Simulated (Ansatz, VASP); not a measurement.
One calculation of InSb, two programs

```
In Sb
1.0
    -3.10605    3.10605    1.42360
     3.10605   -3.10605    1.42360
     3.10605    3.10605   -1.42360
In Sb
1 1
Direct
  0.25000 0.75000 0.50000
  0.00000 0.00000 0.00000
```

Alike in both runs: task single point; functional PBE; k mesh 16 × 16 × 16; occupations gaussian, width 0.15 eV; no spin polarisation.

|  | VASP | Ansatz |
| --- | --- | --- |
| version | VASP 6.6.1 | Ansatz 0.2.0 |
| potentials or method | VASP PAW PBE potentials, release 64 (In_d, Sb), cutoff 520 eV | scalar-relativistic, plane waves, PAW |
| valence electrons in the cell | 18 | 28 |

Ansatz gave:

* gap on the k mesh at the Fermi level (eV): none
* pressure (GPa): 4.1
* traceless stress, the component that is largest in VASP (GPa): 8.61

Problem. Estimate VASP's values.

Solution. gap on the k mesh at the Fermi level (eV): none; pressure (GPa): 4.1; traceless stress, the component that is largest in VASP (GPa): 8.66.

A gap of «none» marks a metal or a gap that the smearing closes. With one functional, cell and mesh, what is left measures potentials, basis and numerics. VASP's potentials hold 18 valence electrons a cell and Ansatz's 28, so a difference there can come from the potentials and not from the codes.

Neither program's run includes spin-orbit coupling.
